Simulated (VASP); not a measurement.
# SnO2 (Pbcn) in VASP: electric field gradients with LDA

Aim: the electric field gradients of SnO2 with LDA.

All numbers are computed with VASP 6.6.1; they aren't measurements. Logs are shortened: lines on timing, memory, paths and dates and some standing lists are left out, and cuts for length are marked.

## 1. The cell of the first run

Symmetry: Pbcn, No. 60, orthorhombic system. Conventional cell: a = 4.703 Å, b = 5.695 Å, c = 5.204 Å, α = 90.00°, β = 90.00°, γ = 90.00°. Sn (site symmetry 2) has 6 O at 2.02 to 2.09 Å within 2.7 Å. Within 2.7 Å of O (site symmetry 1) lie 3 Sn at 2.02 to 2.09 Å and 1 O at 2.61 Å.

## 2. Electric field gradients, LDA

File INCAR:

```
SYSTEM = SnO2
ALGO     = Normal         ! electronic algorithm
EDIFF    = 1E-8           ! SCF threshold, eV
ENCUT    = 520            ! plane-wave cutoff, eV
GGA      = CA             ! functional
ISIF     = 2              ! what is computed and relaxed
ISMEAR   = 0              ! smearing method
LASPH    = .TRUE.         ! aspherical terms in the spheres
LCHARG   = .FALSE.        ! write CHGCAR
LEFG     = .TRUE.       
LREAL    = .FALSE.        ! projectors in reciprocal space
LWAVE    = .FALSE.        ! write WAVECAR
NBANDS   = 64             ! bands
NELM     = 60             ! most SCF steps
PREC     = Accurate       ! precision mode
SIGMA    = 0.01           ! smearing width, eV
```

File KPOINTS:

```
k-points
0
G
  6 6 6
  0 0 0
```

File POSCAR:

```
SnO2
1.0
    4.7034079188      0.0000000000      0.0000000000
    0.0000000000      5.6949749535      0.0000000000
    0.0000000000      0.0000000000      5.2042381974
Sn O
4 8
Direct
    0.5000000000      0.6673127867      0.7500000000
    0.0000000000      0.8326872133      0.2500000000
    0.5000000000      0.3326872133      0.2500000000
    0.0000000000      0.1673127867      0.7500000000
    0.7310009882      0.6049075021      0.0776503296
    0.2310009882      0.8950924979      0.9223496704
    0.7689990118      0.8950924979      0.5776503296
    0.2689990118      0.6049075021      0.4223496704
    0.7310009882      0.3950924979      0.5776503296
    0.2310009882      0.1049075021      0.4223496704
    0.7689990118      0.1049075021      0.0776503296
    0.2689990118      0.3950924979      0.9223496704
```

Potentials or basis: VASP PAW LDA potentials, release 64 (Sn_d, O).

The run is started by

```
$ cat potpaw_LDA.64/Sn_d/POTCAR potpaw_LDA.64/O/POTCAR > POTCAR
$ mpirun -np 1 vasp_std > vasp.out
```

OUTCAR:

```text
SYSTEM = SnO2
   EDIFF = 1E-8
   ENCUT = 520
   GGA = CA
   ISIF = 2
   ISMEAR = 0
   LASPH = .TRUE.
   LREAL = .FALSE.
   NELM = 60
   PREC = Accurate

 ion  position               nearest neighbor table
   1  0.500  0.667  0.750-   6 2.02   7 2.02   5 2.05   8 2.05   9 2.09  12 2.09   3 3.23   3 3.23
                             2 3.63   2 3.63   2 3.63   2 3.63   4 3.69   4 3.69   4 3.69   4 3.69
   2  0.000  0.833  0.250-   5 2.02   8 2.02   7 2.05   6 2.05  10 2.09  11 2.09   4 3.23   4 3.23
                             1 3.63   1 3.63   1 3.63   1 3.63   3 3.69   3 3.69   3 3.69   3 3.69
   3  0.500  0.333  0.250-  10 2.02  11 2.02   9 2.05  12 2.05   5 2.09   8 2.09   1 3.23   1 3.23
                             4 3.63   4 3.63   4 3.63   4 3.63   2 3.69   2 3.69   2 3.69   2 3.69
   4  0.000  0.167  0.750-   9 2.02  12 2.02  11 2.05  10 2.05   6 2.09   7 2.09   2 3.23   2 3.23
                             3 3.63   3 3.63   3 3.63   3 3.63   1 3.69   1 3.69   1 3.69   1 3.69
   5  0.731  0.605  0.078-   2 2.02   1 2.05   3 2.09
   6  0.231  0.895  0.922-   1 2.02   2 2.05   4 2.09
   7  0.769  0.895  0.578-   1 2.02   2 2.05   4 2.09
   8  0.269  0.605  0.422-   2 2.02   1 2.05   3 2.09
   9  0.731  0.395  0.578-   4 2.02   3 2.05   1 2.09
  10  0.231  0.105  0.422-   3 2.02   4 2.05   2 2.09
  11  0.769  0.105  0.078-   3 2.02   4 2.05   2 2.09
  12  0.269  0.395  0.922-   4 2.02   3 2.05   1 2.09

  LATTYP: Found a simple orthorhombic cell.
 ALAT       =     4.7034079188
 B/A-ratio  =     1.1064824245
 C/A-ratio  =     1.2108188471

  Lattice vectors:

 A1 = (  -4.7034079188,   0.0000000000,   0.0000000000)
 A2 = (   0.0000000000,   0.0000000000,   5.2042381974)
 A3 = (   0.0000000000,   5.6949749535,   0.0000000000)

Analysis of symmetry for initial positions (statically):
=====================================================================
 Subroutine PRICEL returns:
 Original cell was already a primitive cell.

 Routine SETGRP: Setting up the symmetry group for a
 simple orthorhombic supercell.

 Subroutine GETGRP returns: Found  8 space group operations
 (whereof  2 operations were pure point group operations)
 out of a pool of  8 trial point group operations.

The static configuration has the point symmetry S_2 .
 The point group associated with its full space group is D_2h.

Analysis of symmetry for dynamics (positions and initial velocities):
=====================================================================
 Subroutine PRICEL returns:
 Original cell was already a primitive cell.

 Routine SETGRP: Setting up the symmetry group for a
 simple orthorhombic supercell.

 Subroutine GETGRP returns: Found  8 space group operations
 (whereof  2 operations were pure point group operations)
 out of a pool of  8 trial point group operations.

The dynamic configuration has the point symmetry S_2 .
 The point group associated with its full space group is D_2h.

 Subroutine INISYM returns: Found  8 space group operations
 (whereof  2 operations are pure point group operations),
 and found     1 'primitive' translations

----------------------------------------------------------------------------------------

                                     Primitive cell

  volume of cell :     139.3996

  direct lattice vectors                    reciprocal lattice vectors
     4.703407919  0.000000000  0.000000000     0.212611795  0.000000000  0.000000000
     0.000000000  5.694974954  0.000000000     0.000000000  0.175593397  0.000000000
     0.000000000  0.000000000  5.204238197     0.000000000  0.000000000  0.192151082

  length of vectors
     4.703407919  5.694974954  5.204238197     0.212611795  0.175593397  0.192151082

  position of ions in fractional coordinates (direct lattice)
     0.500000000  0.667312787  0.750000000
     0.000000000  0.832687213  0.250000000
     0.500000000  0.332687213  0.250000000
     0.000000000  0.167312787  0.750000000
     0.731000988  0.604907502  0.077650330
     0.231000988  0.895092498  0.922349670
     0.768999012  0.895092498  0.577650330
     0.268999012  0.604907502  0.422349670
     0.731000988  0.395092498  0.577650330
     0.231000988  0.104907502  0.422349670
     0.768999012  0.104907502  0.077650330
     0.268999012  0.395092498  0.922349670

  ion indices of the primitive-cell ions
[... 88 lines left out ...]
   NSW    =      0    number of steps for IOM
   IBRION =     -1    ionic relax: 0-MD 1-quasi-New 2-CG
   NFREE  =      0    steps in history (QN), initial steepest desc. (CG)
   ISIF   =      2    stress and relaxation
   ISYM   =      2    0-nonsym 1-usesym 2-fastsym
   POTIM  = 0.5000    time-step for ionic-motion
   TEBEG  =    0.0;   TEEND  =   0.0 temperature during run
   PSTRESS=    0.0 pullay stress
   NELECT =     104.0000    total number of electrons
   NUPDOWN=      -1.0000    fix difference up-down
   EMIN   =  10.00;   EMAX   =-10.00  energy-range for DOS
   EFERMI =   0.00;   METHOD = LEGACY
   ISMEAR =     0;   SIGMA  =   0.01  broadening in eV -4-tet -1-fermi 0-gaus
   EFERMI_NEDOS =   21; number of points for ismear=-14 and -15
   IALGO  =     38    algorithm
   IMIX   =      4    mixing-type and parameters
     AMIX     =   0.40;   BMIX     =  1.00
     AMIX_MAG =   1.60;   BMIX_MAG =  1.00
  volume/ion in A,a.u.               =      11.62        78.39
  Fermi-wavevector in a.u.,A,eV,Ry     =   1.484791  2.805849 29.995473  2.204605
  Thomas-Fermi vector in A             =   2.598284
   LORBIT       =      0    0 simple, 1 ext, 2 COOP (PROOUT), +10 PAW based schemes
   GGA     = CA    functional components
   LHFCALC =     F    Hartree Fock is set to
   AEXX    =    0.0000 exact exchange contribution
   IVDW    =     0    specifies the selected vdW correction
   LEPSILON=     F    determine dielectric tensor
   LRPA    =     F    only Hartree local field effects (RPA)
 non-spin polarized calculation
 Gauss-broadening in eV      SIGMA  =   0.01
  energy-cutoff  :      520.00
  volume of cell :      139.40
 maximum number of plane-waves:      3780
 NGX is ok and might be reduce to    36
   NGX = 17   NGY = 21   NGZ = 19

 number of electron     103.9999971 magnetization

 Free energy of the ion-electron system (eV)
  ---------------------------------------------------
  ext. energy  EPLUGINS =         0.00000000
  ---------------------------------------------------
  free energy    TOTEN  =       -84.41423130 eV

  energy without entropy =      -84.41423130  energy(sigma->0) =      -84.41423130

 E-fermi :   5.9135     XC(G=0): -11.9744

 val. band max:        5.8558486950   @ k =   0.0000   0.0000   0.0000
 cond. band min:       7.3945138474   @ k =   0.0000   0.0000   0.0000
 fundamental gap:      1.5386651524
 Fermi energy:         5.9134615999

 k-point     1 :       0.0000    0.0000    0.0000
  band No.  band energies     occupation
      1     -14.7015      2.00000
      2     -14.5659      2.00000
      3     -14.4768      2.00000
      4     -14.1654      2.00000
      5     -14.0267      2.00000
      6     -13.8621      2.00000
[... 1597 lines left out ...]
     63      16.7162      0.00000
     64      16.7215      0.00000

 [... further k-points ...]

------------------------ aborting loop because EDIFF is reached ----------------------------------------

  FORCE on cell =-STRESS in cart. coord.  units (eV):
  Direction    XX          YY          ZZ          XY          YZ          ZX
  --------------------------------------------------------------------------------------
  -------------------------------------------------------------------------------------
  Total        0.8951033      0.8933473      1.0648966      0.0000000      0.0000000     -0.0000000
  in kB       10.2877905     10.2676082     12.2392946      0.0000000      0.0000000     -0.0000000
  external PRESSURE =      10.9315644 kB  Pullay stress =       0.0000000 kB

 VOLUME and BASIS-vectors are now :
 -----------------------------------------------------------------------------
  energy-cutoff  :      520.00
  volume of cell :      139.40
      direct lattice vectors                 reciprocal lattice vectors
     4.703407919  0.000000000  0.000000000     0.212611795  0.000000000  0.000000000
     0.000000000  5.694974954  0.000000000     0.000000000  0.175593397  0.000000000
     0.000000000  0.000000000  5.204238197     0.000000000  0.000000000  0.192151082

 POSITION                                       TOTAL-FORCE (eV/Angst)
 -----------------------------------------------------------------------------------
      2.35170      3.80033      3.90318        -0.000000      0.020948     -0.000000
      0.00000      4.74213      1.30106         0.000000     -0.020948     -0.000000
      2.35170      1.89465      1.30106         0.000000     -0.020948     -0.000000
      0.00000      0.95284      3.90318        -0.000000      0.020948     -0.000000
      3.43820      3.44493      0.40411         0.014845     -0.008351      0.004532
      1.08649      5.09753      4.80013         0.014845      0.008351     -0.004532
      3.61692      5.09753      3.00623        -0.014845      0.008351      0.004532
      1.26521      3.44493      2.19801        -0.014845     -0.008351     -0.004532
      3.43820      2.25004      3.00623         0.014845      0.008351      0.004532
      1.08649      0.59745      2.19801         0.014845     -0.008351     -0.004532
      3.61692      0.59745      0.40411        -0.014845     -0.008351      0.004532
      1.26521      2.25004      4.80013        -0.014845      0.008351     -0.004532
 -----------------------------------------------------------------------------------
    total drift:                                0.000000      0.000000      0.000000

  FREE ENERGIE OF THE ION-ELECTRON SYSTEM (eV)
  ---------------------------------------------------
  free  energy   TOTEN  =       -84.4142313038 eV

  energy  without entropy=      -84.4142313038  energy(sigma->0) =      -84.41423130

 Electric field gradients (V/A^2)
---------------------------------------------------------------------
 ion       V_xx      V_yy      V_zz      V_xy      V_xz      V_yz
---------------------------------------------------------------------
   1       0.055    22.186   -22.241     0.000    15.416    -0.000
   2       0.055    22.186   -22.241    -0.000   -15.416    -0.000
   3       0.055    22.186   -22.241    -0.000    15.416     0.000
   4       0.055    22.186   -22.241     0.000   -15.416     0.000
   5     -16.111    -1.959    18.070    63.383    58.321   -21.961
   6     -16.111    -1.959    18.070   -63.383   -58.321   -21.961
   7     -16.111    -1.959    18.070    63.383   -58.321    21.961
   8     -16.111    -1.959    18.070   -63.383    58.321    21.961
   9     -16.111    -1.959    18.070   -63.383    58.321    21.961
  10     -16.111    -1.959    18.070    63.383   -58.321    21.961
  11     -16.111    -1.959    18.070   -63.383   -58.321   -21.961
  12     -16.111    -1.959    18.070    63.383    58.321   -21.961
---------------------------------------------------------------------

 Electric field gradients after diagonalization (V/A^2)
 (convention: |V_zz| > |V_xx| > |V_yy|)
----------------------------------------------------------------------
 ion       V_xx      V_yy      V_zz     asymmetry (V_yy - V_xx)/ V_zz
----------------------------------------------------------------------
   1      22.186     7.931   -30.117       0.473
   2      22.186     7.931   -30.117       0.473
   3      22.186     7.931   -30.117       0.473
   4      22.186     7.931   -30.117       0.473
   5      71.574    30.196  -101.770       0.407
   6      71.574    30.196  -101.770       0.407
   7      71.574    30.196  -101.770       0.407
   8      71.574    30.196  -101.770       0.407
   9      71.574    30.196  -101.770       0.407
  10      71.574    30.196  -101.770       0.407
  11      71.574    30.196  -101.770       0.407
  12      71.574    30.196  -101.770       0.407
----------------------------------------------------------------------

           NMR quadrupolar parameters

 Cq : quadrupolar parameter    Cq=e*Q*V_zz/h
 eta: asymmetry parameters     (V_yy - V_xx)/ V_zz
 Q  : nuclear electric quadrupole moment in mb (millibarn)
----------------------------------------------------------------------
 ion       Cq(MHz)       eta       Q (mb)
----------------------------------------------------------------------
   1      -0.073       0.473       1.000
   2      -0.073       0.473       1.000
   3      -0.073       0.473       1.000
   4      -0.073       0.473       1.000
   5      -0.246       0.407       1.000
   6      -0.246       0.407       1.000
   7      -0.246       0.407       1.000
   8      -0.246       0.407       1.000
   9      -0.246       0.407       1.000
  10      -0.246       0.407       1.000
  11      -0.246       0.407       1.000
  12      -0.246       0.407       1.000
----------------------------------------------------------------------
```

Run time: 19 min. Hardware: 1 thread of Oxide Virtual Turin-like, shared host; peak memory 0.43 GiB.

Results:

| Quantity | Value |
| --- | --- |
| Free energy | -84.4142 eV |
| Pressure | 1.1 GPa |
| Largest force | 0.021 eV/Å |
| Band gap on the k mesh | 1.54 eV |
| Largest electric field gradient by atom | Sn -30.1; O -101.8 V/Å² |

Forces in eV/Å, atoms in the order of the input:
```
Sn   0.000  0.021  0.000
Sn   0.000 -0.021  0.000
Sn   0.000 -0.021  0.000
Sn   0.000  0.021  0.000
O    0.015 -0.008  0.005
O    0.015  0.008 -0.005
O   -0.015  0.008  0.005
O   -0.015 -0.008 -0.005
O    0.015  0.008  0.005
O    0.015 -0.008 -0.005
O   -0.015 -0.008  0.005
O   -0.015  0.008 -0.005
```

Levels at points of the mesh, in eV from the valence-band top:
| k point | band 49 | band 50 | band 51 | band 52 | band 53 | band 54 | band 55 | band 56 |
| --- | --- | --- | --- | --- | --- | --- | --- | --- |
| (0.00, 0.00, 0.00) | -0.58 | -0.17 | -0.13 | 0.00 | 1.54 | 6.27 | 6.31 | 6.76 |
| (0.50, 0.00, 0.00) | -0.29 | -0.29 | -0.04 | -0.04 | 4.65 | 4.65 | 5.35 | 5.35 |
| (0.00, 0.50, 0.00) | -0.93 | -0.93 | -0.09 | -0.09 | 4.23 | 4.23 | 6.95 | 6.95 |
| (0.50, 0.50, 0.00) | -0.59 | -0.59 | -0.20 | -0.20 | 5.10 | 5.10 | 6.17 | 6.17 |
| (0.00, 0.00, 0.50) | -0.25 | -0.25 | -0.17 | -0.17 | 4.58 | 4.58 | 6.23 | 6.23 |
| (0.50, 0.00, 0.50) | -0.23 | -0.23 | -0.23 | -0.23 | 5.06 | 5.06 | 5.06 | 5.06 |
| (0.00, 0.50, 0.50) | -0.32 | -0.32 | -0.32 | -0.32 | 5.65 | 5.65 | 5.65 | 5.65 |
| (0.50, 0.50, 0.50) | -0.38 | -0.38 | -0.38 | -0.38 | 5.52 | 5.52 | 5.52 | 5.52 |

Electric field gradients, principal values (V/Å²):
```
atom   least  middle  greatest (by size)
1 Sn   7.931  22.186             -30.117
2 Sn   7.931  22.186             -30.117
3 Sn   7.931  22.186             -30.117
4 Sn   7.931  22.186             -30.117
 5 O  30.196  71.574            -101.770
 6 O  30.196  71.574            -101.770
 7 O  30.196  71.574            -101.770
 8 O  30.196  71.574            -101.770
 9 O  30.196  71.574            -101.770
10 O  30.196  71.574            -101.770
11 O  30.196  71.574            -101.770
12 O  30.196  71.574            -101.770
```

Caveat: without QUAD_EFG the Cq values of the log hold for a quadrupole moment of 1 mb, not for the nuclei; spin-orbit coupling is left out, which moves the levels of the heavy elements.
